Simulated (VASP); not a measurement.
# HgTe (I-4m2) in VASP: single point with r2SCAN

Aim: the single point of HgTe with r2SCAN.

All numbers are computed with VASP 6.6.1; they aren't measurements. Logs are shortened: lines on timing, memory, paths and dates and some standing lists are left out, and cuts for length are marked.

### 1 The cell of the first run

It takes space group I-4m2 (No. 119, tetragonal). The conventional cell has a = 4.559 Å, b = 4.559 Å, c = 6.737 Å, α = 90.00°, β = 90.00°, γ = 90.00°. Hg (site symmetry -4m2) has 4 Te at 2.83 Å within 3.7 Å. Te (site symmetry -4m2) has 4 Hg at 2.83 Å within 3.7 Å.

### 2 Single point, r2SCAN (strain +0.0450 x Voigt [0, 0, 1, 0, 0, 0])

Contents of POSCAR:

```
HgTe
1.0
    0.0000000000      3.2235000000      3.3685575000
    3.2235000000      0.0000000000      3.3685575000
    3.2235000000      3.2235000000      0.0000000000
Hg Te
1 1
Direct
    0.0000000000      0.0000000000      0.0000000000
    0.7500000000      0.7500000000      0.7500000000
```

Contents of INCAR.step1:

```
SYSTEM = HgTe
ALGO = Normal
EDIFF = 1E-4
ENCUT = 520
GGA = PE
ISMEAR = 0
LASPH = .True.
LCHARG = .False.
LREAL = .False.
LWAVE = .True.
NBANDS = 16
NELM = 80
PREC = Accurate
SIGMA = 0.15
```

Contents of INCAR.step2:

```
SYSTEM = HgTe
ALGO = Normal
EDIFF = 1E-7
ENCUT = 520
ISIF = 2
ISMEAR = 0
ISTART = 1
LASPH = .True.
LCHARG = .False.
LMIXTAU = .True.
LREAL = .False.
LWAVE = .False.
METAGGA = R2SCAN
NBANDS = 16
NELM = 80
PREC = Accurate
SIGMA = 0.15
```

Contents of KPOINTS:

```
k-points
0
Gamma
  14 14 14
  0 0 0
```

Potentials or basis: VASP PAW PBE potentials, release 64 (Hg, Te).

Started as:

```
> cat potpaw_PBE.64/Hg/POTCAR potpaw_PBE.64/Te/POTCAR > POTCAR
> cp INCAR.step1 INCAR
> mpirun -np 1 vasp_std > vasp.out
> cp INCAR.step2 INCAR
> mpirun -np 1 vasp_std > vasp.out
```

OUTCAR:

```text
SYSTEM = HgTe
   EDIFF = 1E-7
   ENCUT = 520
   ISIF = 2
   ISMEAR = 0
   ISTART = 1
   LASPH = .True.
   LREAL = .False.
   METAGGA = R2SCAN
   NELM = 80
   PREC = Accurate

 ion  position               nearest neighbor table
   1  0.000  0.000  0.000-   2 2.83   2 2.83   2 2.83   2 2.83
   2  0.750  0.750  0.750-   1 2.83   1 2.83   1 2.83   1 2.83

  LATTYP: Found a body centered tetragonal cell.
 ALAT       =     4.5587174183
 C/A-ratio  =     1.4778531727

  Lattice vectors:

 A1 = (  -3.2235000000,   0.0000000000,   3.3685575000)
 A2 = (   3.2235000000,   0.0000000000,   3.3685575000)
 A3 = (   0.0000000000,   3.2235000000,  -3.3685575000)

Analysis of symmetry for initial positions (statically):
=====================================================================
 Subroutine PRICEL returns:
 Original cell was already a primitive cell.

 Routine SETGRP: Setting up the symmetry group for a
 body centered tetragonal supercell.

 Subroutine GETGRP returns: Found  8 space group operations
 (whereof  8 operations were pure point group operations)
 out of a pool of 16 trial point group operations.

The static configuration has the point symmetry D_2d.

Analysis of symmetry for dynamics (positions and initial velocities):
=====================================================================
 Subroutine PRICEL returns:
 Original cell was already a primitive cell.

 Routine SETGRP: Setting up the symmetry group for a
 body centered tetragonal supercell.

 Subroutine GETGRP returns: Found  8 space group operations
 (whereof  8 operations were pure point group operations)
 out of a pool of 16 trial point group operations.

The dynamic configuration has the point symmetry D_2d.

 Subroutine INISYM returns: Found  8 space group operations
 (whereof  8 operations are pure point group operations),
 and found     1 'primitive' translations

----------------------------------------------------------------------------------------

                                     Primitive cell

  volume of cell :      70.0050

  direct lattice vectors                    reciprocal lattice vectors
     0.000000000  3.223500000  3.368557500    -0.155110904  0.155110904  0.148431487
     3.223500000  0.000000000  3.368557500     0.155110904 -0.155110904  0.148431487
     3.223500000  3.223500000  0.000000000     0.155110904  0.155110904 -0.148431487

  length of vectors
     4.662416957  4.662416957  4.558717418     0.264859759  0.264859759  0.264859759

  position of ions in fractional coordinates (direct lattice)
     0.000000000  0.000000000  0.000000000
     0.750000000  0.750000000  0.750000000

  ion indices of the primitive-cell ions
   primitive index   ion index
                 1           1
                 2           2

----------------------------------------------------------------------------------------

 KPOINTS: k-points

Automatic generation of k-mesh.
 Grid dimensions read from file:
 generate k-points for:   14   14   14

 Generating k-lattice:

  Cartesian coordinates                     Fractional coordinates (reciprocal lattice)
    -0.011079350  0.011079350  0.010602249     0.071428571  0.000000000  0.000000000
     0.011079350 -0.011079350  0.010602249     0.000000000  0.071428571  0.000000000
     0.011079350  0.011079350 -0.010602249    -0.000000000 -0.000000000  0.071428571

  Length of vectors
     0.018918554  0.018918554  0.018918554

  Shift w.r.t. Gamma in fractional coordinates (k-lattice)
     0.000000000  0.000000000  0.000000000

 Subroutine IBZKPT returns following result:
 ===========================================

 Found    244 irreducible k-points:

 Following reciprocal coordinates:
            Coordinates               Weight
  0.000000  0.000000  0.000000      1.000000
  0.071429  0.000000  0.000000      8.000000
  0.142857  0.000000  0.000000      8.000000
  0.214286  0.000000  0.000000      8.000000
  0.285714  0.000000  0.000000      8.000000
  0.357143  0.000000  0.000000      8.000000
[... 16 lines left out ...]
  0.214286  0.142857  0.000000      8.000000
  0.285714  0.142857  0.000000      8.000000
 [... further k-points ...]
   k-points           NKPTS =    244   k-points in BZ     NKDIM =    244   number of bands    NBANDS=     16
   number of dos      NEDOS =    301   number of ions     NIONS =      2
   total plane-waves  NPLWV =  46656
   dimension x,y,z NGX =    36 NGY =   36 NGZ =   36
   dimension x,y,z NGXF=    72 NGYF=   72 NGZF=   72
   ions per type =               1   1
   NGX,Y,Z   is equivalent  to a cutoff of  12.84, 12.84, 13.13 a.u.
   NGXF,Y,Z  is equivalent  to a cutoff of  25.67, 25.67, 26.26 a.u.
 SYSTEM =  HgTe
   PREC   = accura    normal or accurate (medium, high low for compatibility)
   ISTART =      1    job   : 0-new  1-cont  2-samecut
   ICHARG =      0    charge: 1-file 2-atom 10-const
   ISPIN  =      1    spin polarized calculation?
   LNONCOLLINEAR =      F non collinear calculations
   LSORBIT =      F    spin-orbit coupling
   LASPH  =      T    aspherical Exc in radial PAW
   ENCUT  =  520.0 eV  38.22 Ry    6.18 a.u.   8.67  8.67  8.48*2*pi/ulx,y,z
   NELM   =     80;   NELMIN=  2; NELMDL=  0     # of ELM steps
   EDIFF  = 0.1E-06   stopping-criterion for ELM
   LREAL  =      F    real-space projection
   EDIFFG = 0.1E-05   stopping-criterion for IOM
   NSW    =      0    number of steps for IOM
   IBRION =     -1    ionic relax: 0-MD 1-quasi-New 2-CG
   NFREE  =      0    steps in history (QN), initial steepest desc. (CG)
   ISIF   =      2    stress and relaxation
   ISYM   =      2    0-nonsym 1-usesym 2-fastsym
   POTIM  = 0.5000    time-step for ionic-motion
   TEBEG  =    0.0;   TEEND  =   0.0 temperature during run
   PSTRESS=    0.0 pullay stress
   NELECT =      18.0000    total number of electrons
   NUPDOWN=      -1.0000    fix difference up-down
   EMIN   =  10.00;   EMAX   =-10.00  energy-range for DOS
   EFERMI =   0.00;   METHOD = LEGACY
   ISMEAR =     0;   SIGMA  =   0.15  broadening in eV -4-tet -1-fermi 0-gaus
   EFERMI_NEDOS =   21; number of points for ismear=-14 and -15
   IALGO  =     38    algorithm
   IMIX   =      4    mixing-type and parameters
     AMIX     =   0.40;   BMIX     =  1.00
     AMIX_MAG =   1.60;   BMIX_MAG =  1.00
  volume/ion in A,a.u.               =      35.00       236.21
  Fermi-wavevector in a.u.,A,eV,Ry     =   1.041012  1.967228 14.744726  1.083707
  Thomas-Fermi vector in A             =   2.175614
   LORBIT       =      0    0 simple, 1 ext, 2 COOP (PROOUT), +10 PAW based schemes
   METAGGA = R2SCAN    functional components
   LHFCALC =     F    Hartree Fock is set to
   AEXX    =    0.0000 exact exchange contribution
   IVDW    =     0    specifies the selected vdW correction
   LEPSILON=     F    determine dielectric tensor
   LRPA    =     F    only Hartree local field effects (RPA)
 non-spin polarized calculation
 Gauss-broadening in eV      SIGMA  =   0.15
  energy-cutoff  :      520.00
  volume of cell :       70.01
 maximum number of plane-waves:      1905
   NGX = 17   NGY = 17   NGZ = 17

 number of electron      18.0000003 magnetization

 Free energy of the ion-electron system (eV)
  ---------------------------------------------------
  ext. energy  EPLUGINS =         0.00000000
  ---------------------------------------------------
  free energy    TOTEN  =       -75.15793288 eV

  energy without entropy =      -75.15776539  energy(sigma->0) =      -75.15784914

 E-fermi :   2.6522     XC(G=0):  -9.1451

 val. band max:        2.5362011232   @ k =   0.0000   0.0000   0.0000
 cond. band min:       2.9520476433   @ k =   0.0714   0.0000   0.0000
 fundamental gap:      0.4158465201
 Fermi energy:         2.6522366066

 k-point     1 :       0.0000    0.0000    0.0000
  band No.  band energies     occupation
      1      -9.6529      2.00000
      2      -4.9479      2.00000
      3      -4.9364      2.00000
      4      -4.9364      2.00000
      5      -4.4275      2.00000
      6      -4.4024      2.00000
[... 8 lines left out ...]
     15      12.1310      0.00000
     16      12.5046      0.00000

 k-point     2 :       0.0714    0.0000    0.0000
  band No.  band energies     occupation
      1      -9.6277      2.00000
      2      -4.9411      2.00000
      3      -4.9292      2.00000
      4      -4.9264      2.00000
      5      -4.4277      2.00000
      6      -4.4036      2.00000
[... 8 lines left out ...]
     15      11.7226      0.00000
     16      12.2566      0.00000

 k-point     3 :       0.1429    0.0000    0.0000
  band No.  band energies     occupation
      1      -9.5556      2.00000
      2      -4.9215      2.00000
      3      -4.9091      2.00000
      4      -4.8927      2.00000
      5      -4.4273      2.00000
      6      -4.4064      2.00000
[... 8 lines left out ...]
     15      11.4008      0.00000
     16      11.7714      0.00000

 k-point     4 :       0.2143    0.0000    0.0000
  band No.  band energies     occupation
      1      -9.4483      2.00000
      2      -4.8945      2.00000
      3      -4.8810      2.00000
      4      -4.8226      2.00000
      5      -4.4242      2.00000
      6      -4.4087      2.00000
[... 8 lines left out ...]
     15      11.3770      0.00000
     16      11.5280      0.00000

 k-point     5 :       0.2857    0.0000    0.0000
  band No.  band energies     occupation
      1      -9.3245      2.00000
      2      -4.8676      2.00000
      3      -4.8517      2.00000
      4      -4.6986      2.00000
      5      -4.4161      2.00000
      6      -4.4083      2.00000
[... 8 lines left out ...]
     15      11.5642      0.00000
     16      11.5934      0.00000

 k-point     6 :       0.3571    0.0000    0.0000
  band No.  band energies     occupation
      1      -9.2087      2.00000
      2      -4.8465      2.00000
      3      -4.8276      2.00000
      4      -4.5110      2.00000
      5      -4.4047      2.00000
      6      -4.4009      2.00000
[... 8 lines left out ...]
     15      11.9699      0.00000
     16      12.0629      0.00000

 k-point     7 :       0.4286    0.0000    0.0000
  band No.  band energies     occupation
      1      -9.1260      2.00000
      2      -4.8339      2.00000
      3      -4.8124      2.00000
      4      -4.4029      2.00000
      5      -4.4000      2.00000
      6      -4.2584      2.00000
[... 8 lines left out ...]
     15      12.5396      0.00000
     16      12.7346      0.00000

 k-point     8 :       0.5000    0.0000    0.0000
  band No.  band energies     occupation
      1      -9.0960      2.00000
      2      -4.8298      2.00000
      3      -4.8073      2.00000
      4      -4.3978      2.00000
      5      -4.3962      2.00000
      6      -4.1168      2.00000
[... 8 lines left out ...]
     15      12.9084      0.00000
     16      13.1284      0.00000

 k-point     9 :       0.0714    0.0714    0.0000
  band No.  band energies     occupation
      1      -9.6205      2.00000
      2      -4.9424      2.00000
      3      -4.9227      2.00000
      4      -4.9227      2.00000
      5      -4.4327      2.00000
      6      -4.4000      2.00000
[... 8 lines left out ...]
     15      11.1274      0.00000
     16      12.7905      0.00000
[... 172 lines left out ...]
 k-point    19 :      -0.2143    0.0714    0.0000
  band No.  band energies     occupation
      1      -9.3872      2.00000
      2      -4.8753      2.00000
      3      -4.8714      2.00000
      4      -4.7797      2.00000
      5      -4.4191      2.00000
      6      -4.4062      2.00000
[... 8 lines left out ...]
     15      11.1288      0.00000
     16      11.8438      0.00000

 k-point    20 :      -0.1429    0.0714    0.0000
  band No.  band energies     occupation
      1      -9.5008      2.00000
      2      -4.9055      2.00000
      3      -4.9000      2.00000
      4      -4.8622      2.00000
      5      -4.4163      2.00000
      6      -4.4154      2.00000
[... 8 lines left out ...]
     15      11.2712      0.00000
     16      11.6789      0.00000

 k-point    21 :      -0.0714    0.0714    0.0000
  band No.  band energies     occupation
      1      -9.5856      2.00000
      2      -4.9293      2.00000
      3      -4.9210      2.00000
      4      -4.9067      2.00000
      5      -4.4227      2.00000
      6      -4.4094      2.00000
[... 8 lines left out ...]
     15      11.6700      0.00000
     16      11.8799      0.00000

 k-point    22 :       0.1429    0.1429    0.0000
  band No.  band energies     occupation
      1      -9.5275      2.00000
      2      -4.9225      2.00000
      3      -4.8830      2.00000
      4      -4.8830      2.00000
      5      -4.4457      2.00000
      6      -4.3931      2.00000
[... 8 lines left out ...]
     15      10.7864      0.00000
     16      12.8594      0.00000

 k-point    23 :       0.2143    0.1429    0.0000
  band No.  band energies     occupation
      1      -9.4488      2.00000
      2      -4.8994      2.00000
      3      -4.8537      2.00000
      4      -4.8447      2.00000
      5      -4.4506      2.00000
      6      -4.3897      2.00000
[... 8 lines left out ...]
     15      11.4726      0.00000
     16      12.6449      0.00000

 k-point    24 :       0.2857    0.1429    0.0000
  band No.  band energies     occupation
      1      -9.3422      2.00000
      2      -4.8689      2.00000
      3      -4.8218      2.00000
      4      -4.7663      2.00000
      5      -4.4475      2.00000
      6      -4.3876      2.00000
[... 8 lines left out ...]
     15      11.9630      0.00000
     16      12.5018      0.00000

 [... further k-points ...]

------------------------ aborting loop because EDIFF is reached ----------------------------------------

  FORCE on cell =-STRESS in cart. coord.  units (eV):
  Direction    XX          YY          ZZ          XY          YZ          ZX
  --------------------------------------------------------------------------------------
  -------------------------------------------------------------------------------------
  Total        0.3737905      0.3737905      0.0545627      0.0000000      0.0000000     -0.0000000
  in kB        8.5547925      8.5547925      1.2487541      0.0000000      0.0000000     -0.0000000
  external PRESSURE =       6.1194463 kB  Pullay stress =       0.0000000 kB

 VOLUME and BASIS-vectors are now :
 -----------------------------------------------------------------------------
  energy-cutoff  :      520.00
  volume of cell :       70.01
      direct lattice vectors                 reciprocal lattice vectors
     0.000000000  3.223500000  3.368557500    -0.155110904  0.155110904  0.148431487
     3.223500000  0.000000000  3.368557500     0.155110904 -0.155110904  0.148431487
     3.223500000  3.223500000  0.000000000     0.155110904  0.155110904 -0.148431487

 POSITION                                       TOTAL-FORCE (eV/Angst)
 -----------------------------------------------------------------------------------
      0.00000      0.00000      0.00000        -0.000000     -0.000000     -0.000000
      4.83525      4.83525      5.05284         0.000000      0.000000      0.000000
 -----------------------------------------------------------------------------------
    total drift:                               -0.000000     -0.000000     -0.000000

  FREE ENERGIE OF THE ION-ELECTRON SYSTEM (eV)
  ---------------------------------------------------
  free  energy   TOTEN  =       -75.1579328822 eV

  energy  without entropy=      -75.1577653883  energy(sigma->0) =      -75.15784914
```

Wall time 14 min (1 thread of AMD EPYC 9R14 (Zen 4), shared host); peak memory 0.4 GiB.

Results:

```yaml
Free_energy: -75.1579 eV
Pressure: 0.6 GPa
Band_gap_on_the_k_mesh: zero (filled and empty bands touch)
```

Stress tensor (GPa, compression positive):
```
0.86 0.00 0.00
0.00 0.86 0.00
0.00 0.00 0.12
```

Levels at points of the mesh, in eV from the Fermi level:
| k point | band 7 | band 8 | band 9 | band 10 | band 11 | band 12 |
| --- | --- | --- | --- | --- | --- | --- |
| (0.00, 0.00, 0.00) | -0.68 | -0.28 | -0.12 | -0.12 | 4.47 | 4.47 |
| (0.50, 0.00, 0.00) | -5.56 | -1.22 | -1.01 | 0.77 | 5.15 | 5.37 |
| (0.50, 0.50, 0.00) | -5.68 | -2.24 | -2.24 | 2.15 | 2.80 | 8.20 |
| (0.50, 0.00, 0.50) | -5.47 | -2.47 | -2.36 | 1.82 | 2.60 | 8.48 |

Caveat: the cell differs from its parent crystal (strain +0.0450 x Voigt [0, 0, 1, 0, 0, 0]); semilocal functionals underestimate gaps, and a narrow one can read as zero; the PAW data sets were made with another functional, which shifts forces and pressure a little; spin-orbit coupling is left out, which moves the levels of the heavy elements.

The gap in the log of VASP goes by the Fermi energy; the results here count the filled bands.